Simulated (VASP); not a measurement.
# Al2O3 (Pbcn) in VASP: notebook, part 2 of 2

VASP 6.6.1.

## Step 3: Single point, PBE (7.80 Å³/atom)

This run uses another cell than the first one, of 7.80 Å³/atom.

Contents of INCAR:

```
PREC     = Accurate       # precision mode
ENCUT    = 520            # plane-wave cutoff, eV
EDIFF    = 1E-7           # SCF threshold, eV
ISMEAR   = 0              # smearing method
SIGMA    = 0.02           # smearing width, eV
LREAL    = Auto         
LASPH    = T              # aspherical terms in the spheres
NELM     = 100            # most SCF steps
ALGO     = Normal         # electronic algorithm
ISIF     = 2              # what is computed and relaxed
LWAVE    = F              # write WAVECAR
LCHARG   = T              # write CHGCAR
GGA      = PE             # functional
LELF     = T              # ELF
LVHAR    = T            
NBANDS   = 64             # bands
```

Contents of KPOINTS:

```
Automatic mesh
0
Gamma
  4 6 6
```

Contents of POSCAR:

```
Al2O3
1.0
    6.8648193645      0.0000000000      0.0000000000
    0.0000000000      4.6988912399      0.0000000000
    0.0000000000      0.0000000000      4.8365924142
Al O
8 12
Direct
    0.3891385807      0.2524855893      0.0333802673
    0.6108614193      0.2524855893      0.4666197327
    0.1108614193      0.2475144107      0.5333802673
    0.8891385807      0.2475144107      0.9666197327
    0.6108614193      0.7475144107      0.9666197327
    0.3891385807      0.7475144107      0.5333802673
    0.8891385807      0.7524855893      0.4666197327
    0.1108614193      0.7524855893      0.0333802673
    0.6543959256      0.1072169995      0.1027984912
    0.3456040744      0.1072169995      0.3972015088
    0.8456040744      0.3927830005      0.6027984912
    0.1543959256      0.3927830005      0.8972015088
    0.3456040744      0.8927830005      0.8972015088
    0.6543959256      0.8927830005      0.6027984912
    0.1543959256      0.6072169995      0.3972015088
    0.8456040744      0.6072169995      0.1027984912
    0.0000000000      0.0520699768      0.2500000000
    0.5000000000      0.4479300232      0.7500000000
    0.0000000000      0.9479300232      0.7500000000
    0.5000000000      0.5520699768      0.2500000000
```

Potentials or basis: VASP PAW PBE potentials, release 64 (Al, O).

Launch:

```sh
$ cat potpaw_PBE.64/Al/POTCAR potpaw_PBE.64/O/POTCAR > POTCAR
$ mpirun -np 1 vasp_std > vasp.out
```

OUTCAR:

```text
PREC = Accurate
   ENCUT = 520
   EDIFF = 1E-7
   ISMEAR = 0
   LREAL = Auto
   LASPH = T
   NELM = 100
   ISIF = 2
   GGA = PE

 ion  position               nearest neighbor table
   1  0.389  0.252  0.033-  18 1.82  13 1.84  12 1.86  10 1.91  20 1.91   9 1.97   2 2.59   5 2.80
                             5 2.84   8 3.03   8 3.03   3 3.08   3 3.08   2 3.14   6 3.36   6 3.36
   2  0.611  0.252  0.467-  18 1.82  14 1.84  11 1.86   9 1.91  20 1.91  10 1.97   1 2.59   6 2.80
                             6 2.84   7 3.03   7 3.03   4 3.08   4 3.08   1 3.14   5 3.36   5 3.36
   3  0.111  0.248  0.533-  17 1.82  15 1.84  10 1.86  12 1.91  19 1.91  11 1.97   4 2.59   7 2.80
                             7 2.84   6 3.03   6 3.03   1 3.08   1 3.08   4 3.14   8 3.36   8 3.36
   4  0.889  0.248  0.967-  17 1.82  16 1.84   9 1.86  11 1.91  19 1.91  12 1.97   3 2.59   8 2.80
                             8 2.84   5 3.03   5 3.03   2 3.08   2 3.08   3 3.14   7 3.36   7 3.36
   5  0.611  0.748  0.967-  20 1.82   9 1.84  16 1.86  14 1.91  18 1.91  13 1.97   6 2.59   1 2.80
                             1 2.84   4 3.03   4 3.03   7 3.08   7 3.08   6 3.14   2 3.36   2 3.36
   6  0.389  0.748  0.533-  20 1.82  10 1.84  15 1.86  13 1.91  18 1.91  14 1.97   5 2.59   2 2.80
                             2 2.84   3 3.03   3 3.03   8 3.08   8 3.08   5 3.14   1 3.36   1 3.36
[... 1759 lines left out ...]

 [... further k-points ...]

 [bands above 60 left out]

------------------------ aborting loop because EDIFF is reached ----------------------------------------

  FORCE on cell =-STRESS in cart. coord.  units (eV):
  Direction    XX          YY          ZZ          XY          YZ          ZX
  --------------------------------------------------------------------------------------
  -------------------------------------------------------------------------------------
  Total       25.4690489     25.5469493     25.5080621      0.0000000      0.0000000      0.0000000
  in kB      261.5527627    262.3527561    261.9534062      0.0000000      0.0000000      0.0000000
  external PRESSURE =     261.9529750 kB  Pullay stress =       0.0000000 kB

 VOLUME and BASIS-vectors are now :
 -----------------------------------------------------------------------------
  energy-cutoff  :      520.00
  volume of cell :      156.01
      direct lattice vectors                 reciprocal lattice vectors
     6.864819364  0.000000000  0.000000000     0.145670257  0.000000000  0.000000000
     0.000000000  4.698891240  0.000000000     0.000000000  0.212816162  0.000000000
     0.000000000  0.000000000  4.836592414     0.000000000  0.000000000  0.206757137

 POSITION                                       TOTAL-FORCE (eV/Angst)
 -----------------------------------------------------------------------------------
      2.67137      1.18640      0.16145        -0.004239     -0.003166      0.004460
      4.19345      1.18640      2.25685         0.004239     -0.003166     -0.004460
      0.76104      1.16304      2.57974         0.004239      0.003166      0.004460
      6.10378      1.16304      4.67515        -0.004239      0.003166     -0.004460
      4.19345      3.51249      4.67515         0.004239      0.003166     -0.004460
      2.67137      3.51249      2.57974        -0.004239      0.003166      0.004460
[... 12 lines left out ...]
      0.00000      4.45422      3.62744        -0.000000      0.009154      0.000000
      3.43241      2.59412      1.20915        -0.000000     -0.009154      0.000000
 -----------------------------------------------------------------------------------
    total drift:                                0.000000     -0.000000     -0.000000

  FREE ENERGIE OF THE ION-ELECTRON SYSTEM (eV)
  ---------------------------------------------------
  free  energy   TOTEN  =      -146.5796891012 eV

  energy  without entropy=     -146.5796891012  energy(sigma->0) =     -146.57968910
```

OSZICAR:

```text
N       E                     dE             d eps       ncg     rms          rms(c)
DAV:   1     0.495163739994E+03    0.49516E+03   -0.51681E+04  6144   0.145E+03
DAV:   2    -0.134682784812E+03   -0.62985E+03   -0.61189E+03  7488   0.316E+02
DAV:   3    -0.163217191577E+03   -0.28534E+02   -0.28424E+02  7480   0.699E+01
DAV:   4    -0.163453913354E+03   -0.23672E+00   -0.23634E+00  7456   0.722E+00
DAV:   5    -0.163456780605E+03   -0.28673E-02   -0.28665E-02  7208   0.774E-01    0.256E+01
DAV:   6    -0.146553453734E+03    0.16903E+02   -0.62789E+01  7168   0.315E+01    0.878E+00
DAV:   7    -0.146552282933E+03    0.11708E-02   -0.17651E+00  7248   0.530E+00    0.471E+00
DAV:   8    -0.146567963707E+03   -0.15681E-01   -0.13139E-01  7216   0.204E+00    0.134E+00
DAV:   9    -0.146578549928E+03   -0.10586E-01   -0.39963E-02  7360   0.962E-01    0.402E-01
DAV:  10    -0.146579862994E+03   -0.13131E-02   -0.39945E-03  7304   0.329E-01    0.133E-01
DAV:  11    -0.146579671140E+03    0.19185E-03   -0.62074E-04  7336   0.158E-01    0.965E-02
DAV:  12    -0.146579692775E+03   -0.21635E-04   -0.34972E-04  7240   0.925E-02    0.165E-02
DAV:  13    -0.146579689203E+03    0.35723E-05   -0.31959E-05  7200   0.343E-02    0.737E-03
DAV:  14    -0.146579689266E+03   -0.63531E-07   -0.49079E-06  7168   0.975E-03    0.284E-03
DAV:  15    -0.146579689135E+03    0.13106E-06   -0.25220E-07  4816   0.337E-03    0.753E-04
DAV:  16    -0.146579689101E+03    0.33906E-07   -0.23132E-07  4184   0.238E-03
   1 F= -.14657969E+03 E0= -.14657969E+03  d E =-.800288E-25
```

It took 7.9 min on 1 thread of Intel Xeon Platinum 8488C (Sapphire Rapids), shared host; peak memory 0.41 GiB.

Results:

* Free energy: -146.5797 eV
* Pressure: 26.2 GPa
* Largest force: 0.009 eV/Å
* Band gap on the k mesh: 6.42 eV

Forces on the atoms (eV/Å):
```
Al  -0.004 -0.003  0.004
Al   0.004 -0.003 -0.004
Al   0.004  0.003  0.004
Al  -0.004  0.003 -0.004
Al   0.004  0.003 -0.004
Al  -0.004  0.003  0.004
Al  -0.004 -0.003 -0.004
Al   0.004 -0.003  0.004
O    0.001  0.009  0.000
O   -0.001  0.009  0.000
O   -0.001 -0.009  0.000
O    0.001 -0.009  0.000
O   -0.001 -0.009  0.000
O    0.001 -0.009  0.000
O    0.001  0.009  0.000
O   -0.001  0.009  0.000
O    0.000 -0.009  0.000
O    0.000  0.009  0.000
O    0.000  0.009  0.000
O    0.000 -0.009  0.000
```

Caveat: the cell stands under pressure.

## Step 4: Relaxation of shape and atoms at fixed volume, PBE (7.80 Å³/atom)

This run uses another cell than the first one, of 7.80 Å³/atom.

Contents of INCAR:

```
  PREC = Accurate
  ENCUT = 600
  EDIFF = 1E-6
  ISMEAR = 0
  SIGMA = 0.02
  LREAL = Auto
  LASPH = True
  NELM = 80
  ALGO = Normal
  ISIF = 4
  LWAVE = False
  LCHARG = False
  GGA = PE
  IBRION = 2
  NSW = 50
  EDIFFG = -0.01
```

Contents of KPOINTS:

```
regular mesh
0
Gamma
  4 6 6
```

Contents of POSCAR:

```
Al2O3
1.0
    6.8676070876      0.0000000000      0.0000000000
    0.0000000000      4.6993148959      0.0000000000
    0.0000000000      0.0000000000      4.8341932727
Al O
8 12
Direct
    0.3895750885      0.2523435236      0.0324117081
    0.6104249115      0.2523435236      0.4675882919
    0.1104249115      0.2476564764      0.5324117081
    0.8895750885      0.2476564764      0.9675882919
    0.6104249115      0.7476564764      0.9675882919
    0.3895750885      0.7476564764      0.5324117081
    0.8895750885      0.7523435236      0.4675882919
    0.1104249115      0.7523435236      0.0324117081
    0.6542888155      0.1072220613      0.1025618370
    0.3457111845      0.1072220613      0.3974381630
    0.8457111845      0.3927779387      0.6025618370
    0.1542888155      0.3927779387      0.8974381630
    0.3457111845      0.8927779387      0.8974381630
    0.6542888155      0.8927779387      0.6025618370
    0.1542888155      0.6072220613      0.3974381630
    0.8457111845      0.6072220613      0.1025618370
    0.0000000000      0.0511147692      0.2500000000
    0.5000000000      0.4488852308      0.7500000000
    0.0000000000      0.9488852308      0.7500000000
    0.5000000000      0.5511147692      0.2500000000
```

Launch:

```sh
$ cat potpaw_PBE.64/Al/POTCAR potpaw_PBE.64/O/POTCAR > POTCAR
$ mpirun -np 1 vasp_std > vasp.out
```

It took 47 min on 1 thread of Oxide Virtual Turin-like, shared host; peak memory 0.47 GiB.

The run converged. Its results:

* Free energy: -146.6222 eV
* Energy gained by relaxing: 0.1 meV/atom
* Ionic steps: 4
* Pressure after relaxing: 25.8 GPa
* Largest force after relaxing: 0.008 eV/Å
* Band gap on the k mesh: 6.42 eV

Forces on the atoms (eV/Å):
```
Al  -0.003  0.008  0.002
Al   0.003  0.008 -0.002
Al   0.003 -0.008  0.002
Al  -0.003 -0.008 -0.002
Al   0.003 -0.008 -0.002
Al  -0.003 -0.008  0.002
Al  -0.003  0.008 -0.002
Al   0.003  0.008  0.002
O    0.004  0.000 -0.001
O   -0.004  0.000  0.001
O   -0.004  0.000 -0.001
O    0.004  0.000  0.001
O   -0.004  0.000  0.001
O    0.004  0.000 -0.001
O    0.004  0.000  0.001
O   -0.004  0.000 -0.001
O    0.000  0.003  0.000
O    0.000 -0.003  0.000
O    0.000 -0.003  0.000
O    0.000  0.003  0.000
```

Stress tensor (GPa, compression positive):
```
25.88  0.00  0.00
 0.00 25.66  0.00
 0.00  0.00 25.85
```

Step by step:
```
step  energy change (eV)  largest force (eV/Å)  pressure (GPa)  volume (Å³)
   1              0.0000                0.0937           25.96       156.01
   2             -0.0022                0.0371           25.81       156.01
   3             -0.0022                0.0375           25.82       156.01
   4             -0.0027                0.0085           25.80       156.01
```

Final structure:
```cif
data_structure
_symmetry_space_group_name_H-M 'P 1'
_symmetry_Int_Tables_number 1
_cell_length_a 6.8623
_cell_length_b 4.7015
_cell_length_c 4.8357
_cell_angle_alpha 90.000
_cell_angle_beta 90.000
_cell_angle_gamma 90.000
_cell_volume 156.01
loop_
_atom_site_label
_atom_site_type_symbol
_atom_site_fract_x
_atom_site_fract_y
_atom_site_fract_z
_atom_site_occupancy
Al1 Al 0.38916 0.25238 0.03332 1
Al2 Al 0.61084 0.25238 0.46668 1
Al3 Al 0.11084 0.24762 0.53332 1
Al4 Al 0.88916 0.24762 0.96668 1
Al5 Al 0.61084 0.74762 0.96668 1
Al6 Al 0.38916 0.74762 0.53332 1
Al7 Al 0.88916 0.75238 0.46668 1
Al8 Al 0.11084 0.75238 0.03332 1
O1 O 0.65435 0.10728 0.10273 1
O2 O 0.34565 0.10728 0.39727 1
O3 O 0.84565 0.39272 0.60273 1
O4 O 0.15435 0.39272 0.89727 1
O5 O 0.34565 0.89272 0.89727 1
O6 O 0.65435 0.89272 0.60273 1
O7 O 0.15435 0.60728 0.39727 1
O8 O 0.84565 0.60728 0.10273 1
O9 O 0.00000 0.05188 0.25000 1
O10 O 0.50000 0.44812 0.75000 1
O11 O 0.00000 0.94812 0.75000 1
O12 O 0.50000 0.55188 0.25000 1
```

Levels at points of the mesh, in eV from the valence-band top:
```tsv
k point	band 45	band 46	band 47	band 48	band 49	band 50	band 51	band 52
(0.00, 0.00, 0.00)	-0.61	-0.21	-0.18	0.00	6.42	8.76	9.41	9.48
(0.50, 0.00, 0.00)	-0.35	-0.35	-0.17	-0.17	7.88	7.88	10.00	10.00
(0.00, 0.50, 0.00)	-0.54	-0.54	-0.19	-0.19	8.83	8.83	9.05	9.05
(0.50, 0.50, 0.00)	-0.35	-0.35	-0.32	-0.32	9.21	9.21	9.35	9.35
(0.00, 0.00, 0.50)	-0.38	-0.38	-0.15	-0.15	8.94	8.94	9.19	9.19
(0.50, 0.00, 0.50)	-0.41	-0.41	-0.41	-0.41	9.27	9.27	9.27	9.27
(0.00, 0.50, 0.50)	-0.35	-0.35	-0.35	-0.35	9.65	9.65	9.65	9.65
(0.50, 0.50, 0.50)	-0.62	-0.62	-0.62	-0.62	9.32	9.32	9.32	9.32
```

A k mesh can miss the band edges.

## Step 5: Summary

| task | cell | cutoff (eV) | gap on the mesh (eV) | pressure (GPa) | largest force (eV/Å) |
| --- | --- | --- | --- | --- | --- |
| single point | a = 6.785, b = 4.646, c = 4.786 Å, 20 atoms, atomic positions A | 520 | 6.84 | 38.1 | 0.01 |
| single point | a = 6.865, b = 4.699, c = 4.837 Å, 20 atoms, atomic positions B | 520 | 6.42 | 26.2 | 0.01 |
| relaxation of shape and atoms at fixed volume | relaxed from a = 6.868, b = 4.699, c = 4.834 Å, 20 atoms, atomic positions C | 600 | 6.42 | 25.8 | 0.01 |

Alike in all rows: level PBE; potentials or basis VASP PAW PBE potentials, release 64 (Al, O); no spin polarisation; k mesh 4 × 6 × 6; smearing gaussian 0.02 eV.

Caveats: the cell stands under pressure (at least some runs).

Total energies depend on the potentials used, so only differences within one code and one set of settings carry meaning.
